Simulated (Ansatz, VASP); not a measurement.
This is a calculation of Zr for Ansatz 0.2.0.

input.yaml

```yaml
crystal:
  lattice:
    - [-1.8454992086, 1.8454992086, 1.8454992086]
    - [1.8454992086, -1.8454992086, 1.8454992086]
    - [1.8454992086, 1.8454992086, -1.8454992086]
  atoms:
    - { symbol: Zr, position: [0.0, 0.0, 0.0] }
hamiltonian:
  xc: lda
  pseudopotentials: { kind: paw }
kpoints:
  mp_grid: { grid: [10, 10, 10] }
scf:
  occupations: { method: fermi_dirac, width: 0.05 }
output:
  forces: true
  stress: true
  eigenvalues: true
```

Potentials or basis: Ansatz PAW.

Launch:

```console
$ ansatz run input.yaml --threads 2 --pin off --max-ram 5632MiB --backend cpu --events-out ev --progress --plain --runs-dir out
```

Task: Translate it to VASP 6.6.1. Potentials there: VASP PAW LDA potentials, release 64 (Zr_sv).

Result: As run (the cutoff follows the program's own potentials):

File INCAR:

```
ALGO     = Normal         # electronic algorithm
EDIFF    = 1E-6           # SCF threshold, eV
ENCUT    = 500            # plane-wave cutoff, eV
GGA_COMPAT= False        
ISIF     = 2              # what is computed and relaxed
ISMEAR   = -1             # smearing method
LASPH    = True           # aspherical terms in the spheres
LCHARG   = False          # write CHGCAR
LREAL    = False          # projectors in reciprocal space
LWAVE    = False          # write WAVECAR
NBANDS   = 12             # bands
NELM     = 120            # most SCF steps
PREC     = Accurate       # precision mode
SIGMA    = 0.05           # smearing width, eV
```

KPOINTS

```
k-points
0
Gamma
  10 10 10
```

Contents of POSCAR:

```
Zr
1.0
   -1.8454992086      1.8454992086      1.8454992086
    1.8454992086     -1.8454992086      1.8454992086
    1.8454992086      1.8454992086     -1.8454992086
Zr
1
Direct
    0.0000000000      0.0000000000      0.0000000000
```

Potentials or basis: VASP PAW LDA potentials, release 64 (Zr_sv).

Launch:

```bash
$ cat potpaw_LDA.64/Zr_sv/POTCAR > POTCAR
$ mpirun -np 1 vasp_std > vasp.out
```

Both were run:

|  | VASP | Ansatz | Ansatz less VASP |
| --- | --- | --- | --- |
| gap on the k mesh at the Fermi level (eV) | none | none | - |
| pressure (GPa) | -13.1 | -13.1 | -0.07 |

LDA's correlation is that of Perdew and Zunger in VASP and of Perdew and Wang (1992) in Ansatz. A gap of «none» marks a metal or a gap that the smearing closes.
